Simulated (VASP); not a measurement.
# TaN (P3m1) in VASP: a series of runs

The runs below take TaN through relaxation of cell and atoms, single point, with PBE.

Everything below comes from runs of VASP 6.6.1. Logs are shortened: lines on timing, memory, paths and dates and some standing lists are left out, and cuts for length are marked.

### Step 1. The cell of the first run

It takes space group P3m1 (No. 156, trigonal). Conventional cell: a = 2.522 Å, b = 2.522 Å, c = 5.117 Å, α = 90.00°, β = 90.00°, γ = 120.00°. Ta (site symmetry 3m) has 3 N at 2.06 Å and 6 Ta at 2.52 Å within 2.7 Å. Within 2.7 Å of N (site symmetry 3m) lie 3 Ta at 2.06 Å and 6 N at 2.52 Å.

### Step 2. Relaxation of cell and atoms, PBE

Input file INCAR:

```
  PREC = Accurate
  ENCUT = 600
  EDIFF = 1E-7
  ISMEAR = 0
  SIGMA = 0.1
  LREAL = False
  LASPH = True
  NELM = 60
  ALGO = Normal
  ISIF = 3
  LWAVE = False
  LCHARG = False
  GGA = PE
  IBRION = 2
  NSW = 90
  EDIFFG = -0.04
```

Input file KPOINTS:

```
Automatic mesh
0
Gamma
  6 6 4
```

Input file POSCAR:

```
TaN
1.0
    2.5219209500      0.0000000000      0.0000000000
   -1.2609604700      2.1840476100      0.0000000000
    0.0000000000      0.0000000000      5.1168896400
Ta N
1 1
Direct
    0.3333333300      0.6666666700      0.8709125200
    0.6666666700      0.3333333300      0.5868791800
```

Potentials or basis: VASP PAW PBE potentials, release 64 (Ta_pv, N).

The run is started by

```bash
> cat potpaw_PBE.64/Ta_pv/POTCAR potpaw_PBE.64/N/POTCAR > POTCAR
> mpirun -np 1 vasp_std > vasp.out
```

OUTCAR:

```text
PREC = Accurate
   ENCUT = 600
   EDIFF = 1E-7
   ISMEAR = 0
   LREAL = False
   LASPH = True
   NELM = 60
   ISIF = 3
   GGA = PE
   IBRION = 2
   NSW = 90
   EDIFFG = -0.04

 ion  position               nearest neighbor table
   1  0.333  0.667  0.871-   2 2.06   2 2.06   2 2.06
   2  0.667  0.333  0.587-   1 2.06   1 2.06   1 2.06

  LATTYP: Found a hexagonal cell.
 ALAT       =     2.5219209500
 C/A-ratio  =     2.0289651188

  Lattice vectors:

 A1 = (   2.5219209500,   0.0000000000,   0.0000000000)
 A2 = (  -1.2609604700,   2.1840476100,   0.0000000000)
 A3 = (   0.0000000000,   0.0000000000,   5.1168896400)

Analysis of symmetry for initial positions (statically):
=====================================================================
 Subroutine PRICEL returns:
 Original cell was already a primitive cell.

 Routine SETGRP: Setting up the symmetry group for a
 hexagonal supercell.

 Subroutine GETGRP returns: Found  6 space group operations
 (whereof  6 operations were pure point group operations)
 out of a pool of 24 trial point group operations.

The static configuration has the point symmetry C_3v.

Analysis of symmetry for dynamics (positions and initial velocities):
=====================================================================
 Subroutine PRICEL returns:
 Original cell was already a primitive cell.

 Routine SETGRP: Setting up the symmetry group for a
 hexagonal supercell.

 Subroutine GETGRP returns: Found  6 space group operations
 (whereof  6 operations were pure point group operations)
 out of a pool of 24 trial point group operations.

The dynamic configuration has the point symmetry C_3v.

 Subroutine INISYM returns: Found  6 space group operations
 (whereof  6 operations are pure point group operations),
 and found     1 'primitive' translations

----------------------------------------------------------------------------------------

                                     Primitive cell

  volume of cell :      28.1838

  direct lattice vectors                    reciprocal lattice vectors
     2.521920950  0.000000000  0.000000000     0.396523134  0.228932737  0.000000000
    -1.260960470  2.184047610  0.000000000     0.000000000  0.457865477  0.000000000
     0.000000000  0.000000000  5.116889640     0.000000000  0.000000000  0.195431223

  length of vectors
     2.521920950  2.521920948  5.116889640     0.457865476  0.457865477  0.195431223

  position of ions in fractional coordinates (direct lattice)
     0.333333330  0.666666670  0.870912520
     0.666666670  0.333333330  0.586879180

  ion indices of the primitive-cell ions
   primitive index   ion index
                 1           1
                 2           2

----------------------------------------------------------------------------------------

 KPOINTS: Automatic mesh

Automatic generation of k-mesh.
 Grid dimensions read from file:
 generate k-points for:    6    6    4

 Generating k-lattice:

  Cartesian coordinates                     Fractional coordinates (reciprocal lattice)
     0.066087189  0.038155456  0.000000000     0.166666667  0.000000000  0.000000000
     0.000000000  0.076310913  0.000000000     0.000000000  0.166666667  0.000000000
     0.000000000  0.000000000  0.048857806     0.000000000  0.000000000  0.250000000

  Length of vectors
     0.076310913  0.076310913  0.048857806

  Shift w.r.t. Gamma in fractional coordinates (k-lattice)
     0.000000000  0.000000000  0.000000000

 Subroutine IBZKPT returns following result:
 ===========================================

 Found     24 irreducible k-points:

 Following reciprocal coordinates:
            Coordinates               Weight
  0.000000  0.000000  0.000000      1.000000
  0.166667  0.000000  0.000000      6.000000
  0.333333 -0.000000  0.000000      6.000000
  0.500000  0.000000  0.000000      3.000000
  0.166667  0.166667  0.000000      6.000000
  0.333333  0.166667  0.000000     12.000000
[... 16 lines left out ...]
  0.333333  0.166667  0.500000     12.000000
  0.333333  0.333333  0.500000      2.000000
   k-points           NKPTS =     24   k-points in BZ     NKDIM =     24   number of bands    NBANDS=     12
   number of dos      NEDOS =    301   number of ions     NIONS =      2
   total plane-waves  NPLWV =  16800
   dimension x,y,z NGX =    20 NGY =   20 NGZ =   42
   dimension x,y,z NGXF=    40 NGYF=   40 NGZF=   84
   ions per type =               1   1
   NGX,Y,Z   is equivalent  to a cutoff of  13.18, 13.18, 13.65 a.u.
   NGXF,Y,Z  is equivalent  to a cutoff of  26.37, 26.37, 27.29 a.u.
 SYSTEM =  unknown system
   PREC   = accura    normal or accurate (medium, high low for compatibility)
   ISTART =      0    job   : 0-new  1-cont  2-samecut
   ICHARG =      2    charge: 1-file 2-atom 10-const
   ISPIN  =      1    spin polarized calculation?
   LNONCOLLINEAR =      F non collinear calculations
   LSORBIT =      F    spin-orbit coupling
   LASPH  =      T    aspherical Exc in radial PAW
   ENCUT  =  600.0 eV  44.10 Ry    6.64 a.u.   5.04  5.04 10.22*2*pi/ulx,y,z
   NELM   =     60;   NELMIN=  2; NELMDL= -5     # of ELM steps
   EDIFF  = 0.1E-06   stopping-criterion for ELM
   LREAL  =      F    real-space projection
   EDIFFG = -.4E-01   stopping-criterion for IOM
   NSW    =     90    number of steps for IOM
   IBRION =      2    ionic relax: 0-MD 1-quasi-New 2-CG
   NFREE  =      1    steps in history (QN), initial steepest desc. (CG)
   ISIF   =      3    stress and relaxation
   ISYM   =      2    0-nonsym 1-usesym 2-fastsym
   POTIM  = 0.5000    time-step for ionic-motion
   TEBEG  =    0.0;   TEEND  =   0.0 temperature during run
   PSTRESS=    0.0 pullay stress
   NELECT =      16.0000    total number of electrons
   NUPDOWN=      -1.0000    fix difference up-down
   EMIN   =  10.00;   EMAX   =-10.00  energy-range for DOS
   EFERMI =   0.00;   METHOD = LEGACY
   ISMEAR =     0;   SIGMA  =   0.10  broadening in eV -4-tet -1-fermi 0-gaus
   EFERMI_NEDOS =   21; number of points for ismear=-14 and -15
   IALGO  =     38    algorithm
   IMIX   =      4    mixing-type and parameters
     AMIX     =   0.40;   BMIX     =  1.00
     AMIX_MAG =   1.60;   BMIX_MAG =  1.00
  volume/ion in A,a.u.               =      14.09        95.10
  Fermi-wavevector in a.u.,A,eV,Ry     =   1.355548  2.561615 25.000852  1.837511
  Thomas-Fermi vector in A             =   2.482626
   LORBIT       =      0    0 simple, 1 ext, 2 COOP (PROOUT), +10 PAW based schemes
   GGA     = PE    functional components
   LHFCALC =     F    Hartree Fock is set to
   AEXX    =    0.0000 exact exchange contribution
   IVDW    =     0    specifies the selected vdW correction
   LEPSILON=     F    determine dielectric tensor
   LRPA    =     F    only Hartree local field effects (RPA)
 conjugate gradient relaxation of ions
 non-spin polarized calculation
 Gauss-broadening in eV      SIGMA  =   0.10
  energy-cutoff  :      600.00
  volume of cell :       28.18
 maximum number of plane-waves:       958
   NGX = 11   NGY = 11   NGZ = 21

--------------------------------------- Ionic step        1  -------------------------------------------

 number of electron      16.0000001 magnetization

 Free energy of the ion-electron system (eV)
  ---------------------------------------------------
  ext. energy  EPLUGINS =         0.00000000
  ---------------------------------------------------
  free energy    TOTEN  =       -16.00295659 eV

  energy without entropy =      -15.99330190  energy(sigma->0) =      -15.99812925

------------------------ aborting loop because EDIFF is reached ----------------------------------------

  FORCE on cell =-STRESS in cart. coord.  units (eV):
  Direction    XX          YY          ZZ          XY          YZ          ZX
  --------------------------------------------------------------------------------------
  -------------------------------------------------------------------------------------
  Total       15.3645630     15.3645630     -4.2333395      0.0000000      0.0000000      0.0000000
  in kB      873.4361717    873.4361725   -240.6545407      0.0000020      0.0000000      0.0000000
  external PRESSURE =     502.0726012 kB  Pullay stress =       0.0000000 kB
[... 57 lines left out ...]
  energy  without entropy=      -17.4614455486  energy(sigma->0) =      -17.46544585

--------------------------------------- Ionic step        3  -------------------------------------------

 number of electron      16.0000003 magnetization

 E-fermi :   2.0627     XC(G=0):  -9.9233

 val. band max:        2.0084281701   @ k =   0.1667   0.1667   0.5000
 cond. band min:       2.1367436600   @ k =   0.1667   0.1667   0.0000
 fundamental gap:      0.1283154899
 Fermi energy:         2.0627086245

 k-point     1 :       0.0000    0.0000    0.0000
  band No.  band energies     occupation
      1     -32.8631      2.00000
      2     -32.2491      2.00000
      3     -32.2491      2.00000
      4     -12.0252      2.00000
      5      -2.8807      2.00000
      6      -0.1278      2.00000
      7      -0.1278      2.00000
      8       0.5830      2.00000
      9       4.0505      0.00000
     10       4.0505      0.00000
     11       4.1324      0.00000
     12       6.8587      0.00000
[... 372 lines left out ...]
  FREE ENERGIE OF THE ION-ELECTRON SYSTEM (eV)
  ---------------------------------------------------
  free  energy   TOTEN  =       -18.6813500975 eV

  energy  without entropy=      -18.6715679939  energy(sigma->0) =      -18.67645905

 E-fermi :   4.1834     XC(G=0): -10.7639

 val. band max:        4.1809600836   @ k =   0.3333   0.3333   0.2500
 cond. band min:       4.3991381467   @ k =   0.3333   0.1667   0.2500
 fundamental gap:      0.2181780631
 Fermi energy:         4.1833558929

 k-point     1 :       0.0000    0.0000    0.0000
  band No.  band energies     occupation
      1     -31.0018      2.00000
      2     -31.0018      2.00000
      3     -30.7204      2.00000
      4     -11.9016      2.00000
      5      -2.1483      2.00000
      6      -2.1483      2.00000
      7       0.7491      2.00000
      8       2.1327      2.00000
      9       6.7518      0.00000
     10       6.7518      0.00000
     11       6.7724      0.00000
     12      12.5126      0.00000
[... 331 lines left out ...]
 k-point    24 :       0.3333    0.3333    0.5000
  band No.  band energies     occupation
      1     -31.2645      2.00000
      2     -31.1701      2.00000
      3     -30.8845      2.00000
      4     -10.0900      2.00000
      5      -1.2352      2.00000
      6      -1.0822      2.00000
      7       0.9396      2.00000
      8       2.6431      2.00000
      9       3.5482      2.00000
     10       8.3164      0.00000
     11       8.5127      0.00000
     12       9.0742      0.00000

[... ionic steps 4 to 19 ...]

--------------------------------------- Ionic step       20  -------------------------------------------

 number of electron      16.0000005 magnetization

------------------------ aborting loop because EDIFF is reached ----------------------------------------

  FORCE on cell =-STRESS in cart. coord.  units (eV):
  Direction    XX          YY          ZZ          XY          YZ          ZX
  --------------------------------------------------------------------------------------
  -------------------------------------------------------------------------------------
  Total        0.1053527      0.1053527     -0.1796241      0.0000000      0.0000000     -0.0000000
  in kB        5.2496485      5.2496485     -8.9505403      0.0000000      0.0000000     -0.0000000
  external PRESSURE =       0.5162523 kB  Pullay stress =       0.0000000 kB
[... 57 lines left out ...]
  energy  without entropy=      -20.6874113540  energy(sigma->0) =      -20.69158419

--------------------------------------- Ionic step       22  -------------------------------------------

 number of electron      16.0000005 magnetization

 Free energy of the ion-electron system (eV)
  ---------------------------------------------------
  ext. energy  EPLUGINS =         0.00000000
  ---------------------------------------------------
  free energy    TOTEN  =       -20.69595840 eV

  energy without entropy =      -20.68794833  energy(sigma->0) =      -20.69195336

 E-fermi :   4.3705     XC(G=0): -10.9164

 val. band max:        4.3300990332   @ k =   0.3333   0.1667   0.0000
 cond. band min:       4.4089769994   @ k =   0.3333   0.3333   0.2500
 fundamental gap:      0.0788779662
 Fermi energy:         4.3704875656

 k-point     1 :       0.0000    0.0000    0.0000
  band No.  band energies     occupation
      1     -30.7179      2.00000
      2     -30.7179      2.00000
      3     -30.3824      2.00000
      4     -11.7071      2.00000
      5      -1.9408      2.00000
      6      -1.9408      2.00000
      7       0.9211      2.00000
      8       2.4741      2.00000
      9       6.9306      0.00000
     10       7.1739      0.00000
     11       7.1739      0.00000
     12      12.7753      0.00000
[... 372 lines left out ...]
  FREE ENERGIE OF THE ION-ELECTRON SYSTEM (eV)
  ---------------------------------------------------
  free  energy   TOTEN  =       -20.6959584009 eV

  energy  without entropy=      -20.6879483265  energy(sigma->0) =      -20.69195336

 reached required accuracy - stopping structural energy minimisation
```

It took 99 s on 1 thread of AMD EPYC 7R13 (Zen 3), shared host; peak memory 0.13 GiB.

What came out:

| Quantity | Value |
| --- | --- |
| Free energy | -20.6960 eV |
| Relaxed volume | 16.00 Å³/atom |
| Relaxed cell | a = 3.409 Å, b = 3.409 Å, c = 3.179 Å, α = 90.00°, β = 90.00°, γ = 120.00° |
| Space group after relaxing (to 0.05 Å) | P-6m2 (No. 187) |
| Energy gained by relaxing | 2346.5 meV/atom |
| Ionic steps | 22 |
| Pressure after relaxing | 0.0 GPa |
| Largest force after relaxing | 0.007 eV/Å |
| Band gap on the k mesh | zero (band 8 reaches 5.36 eV, above the bottom of band 9 at 3.19 eV) |

Forces on the atoms (eV/Å):
```
Ta   0.000  0.000  0.007
N    0.000  0.000 -0.007
```

Step by step:
```
step  energy change (eV)  largest force (eV/Å)  pressure (GPa)  volume (Å³)
   1              0.0000                1.3423           50.21        28.18
   2             -1.4665                4.7509          -35.07        47.54
   3             -2.6784                4.5301          -18.78        38.63
   4             -4.1627                0.3823           -5.33        34.37
   5             -4.2266                0.3586           -3.51        33.69
   6             -4.3801                0.6807           -0.67        32.22
   7             -4.2833                0.9373            5.41        28.85
   8             -4.4515                0.9788           -0.12        31.06
   9             -4.4457                1.0987            2.42        29.99
  10             -4.4638                1.1348            1.41        30.37
  11             -4.5838                0.6330            7.09        30.95
  12             -4.5878                0.5096            8.46        31.08
  13             -4.6443                0.4352            1.95        32.23
  14             -4.6566                0.3841           -2.38        33.07
  15             -4.6673                0.3205           -2.13        32.95
  16             -4.6878                0.0958           -1.52        32.58
  17             -4.6747                0.3512           -0.89        31.84
  18             -4.6914                0.0446           -1.23        32.34
  19             -4.6920                0.0245            0.80        32.04
  20             -4.6923                0.0318            0.05        32.15
  21             -4.6928                0.0201            0.04        32.08
  22             -4.6930                0.0074            0.04        32.00
```

Final structure:
```cif
data_structure
_symmetry_space_group_name_H-M 'P 1'
_symmetry_Int_Tables_number 1
_cell_length_a 3.4094
_cell_length_b 3.4094
_cell_length_c 3.1788
_cell_angle_alpha 90.000
_cell_angle_beta 90.000
_cell_angle_gamma 120.000
_cell_volume 32.00
loop_
_atom_site_label
_atom_site_type_symbol
_atom_site_fract_x
_atom_site_fract_y
_atom_site_fract_z
_atom_site_occupancy
Ta1 Ta 0.33333 0.66667 0.72860 1
N1 N 0.66667 0.33333 0.72920 1
```

Levels at points of the mesh, in eV from the Fermi level:
```
           k point  band 4  band 5  band 6  band 7  band 8  band 9  band 10  band 11  band 12
(0.00, 0.00, 0.00)  -16.08   -6.31   -6.31   -3.45   -1.90    2.56     2.80     2.80     8.40
(0.50, 0.00, 0.00)  -14.73   -6.08   -3.73   -3.28   -2.13    0.37     2.34     3.73     4.20
(0.00, 0.00, 0.50)  -15.66   -6.08   -6.08   -4.85    0.99    0.99     3.60     4.29     5.27
(0.50, 0.00, 0.50)  -14.40   -5.67   -5.49   -3.52    0.18    0.96     1.25     4.20     5.47
```

Caveat: the k points lie up to 0.49 Å⁻¹ apart in the final cell; spin-orbit coupling is left out, which moves the levels of the heavy elements.

### Step 3. Single point, PBE

This run uses another cell than the first one, of 21.53 Å³/atom, 1.528 times its volume.

Input file INCAR:

```
PREC = Accurate
ENCUT = 520
EDIFF = 1E-6
ISMEAR = 0
SIGMA = 0.02
LREAL = False
LASPH = True
NELM = 60
ALGO = Normal
ISIF = 2
LWAVE = False
LCHARG = False
GGA = PE
NBANDS = 15
```

Input file KPOINTS:

```
Automatic mesh
0
Gamma
  12 12 8
```

Input file POSCAR:

```
TaN
1.0
    3.1432890615      0.0000000000      0.0000000000
   -1.5716445308      2.7221681787      0.0000000000
    0.0000000000      0.0000000000      5.0323740314
Ta N
1 1
Direct
    0.3333333333      0.6666666667      0.8078798455
    0.6666666667      0.3333333333      0.6499118545
```

Potentials or basis: VASP PAW PBE potentials, release 64 (Ta_pv, N).

The run is started by

```bash
> cat potpaw_PBE.64/Ta_pv/POTCAR potpaw_PBE.64/N/POTCAR > POTCAR
> mpirun -np 1 vasp_std > vasp.out
```

Wall time 44 s (1 thread of AMD EPYC 7R13 (Zen 3), shared host); peak memory 0.19 GiB.

It converged, with:

```yaml
Free_energy: -20.1192 eV
Pressure: 0.4 GPa
Largest_force: 0.075 eV/Å
Band_gap_on_the_k_mesh: 0.53 eV, indirect (least direct gap 0.63 eV)
```

Forces on the atoms (eV/Å):
```
Ta   0.000  0.000  0.075
N    0.000  0.000 -0.075
```

Stress tensor (GPa, compression positive):
```
0.49 0.00 0.00
0.00 0.49 0.00
0.00 0.00 0.19
```

Levels at points of the mesh, in eV from the valence-band top:
```tsv
k point	band 5	band 6	band 7	band 8	band 9	band 10	band 11	band 12
(0.00, 0.00, 0.00)	-5.30	-5.30	-5.21	-1.46	1.80	1.80	3.74	6.72
(0.50, 0.00, 0.00)	-6.12	-4.06	-3.26	-0.40	1.20	2.32	3.24	5.49
(0.00, 0.00, 0.50)	-5.39	-5.29	-5.29	-0.77	1.78	1.78	3.15	5.45
(0.50, 0.00, 0.50)	-6.13	-4.08	-3.29	-0.34	1.63	2.52	3.23	5.10
```

Caveat: spin-orbit coupling is left out, which moves the levels of the heavy elements. A k mesh can miss the band edges.

[end of part 1 of 2]
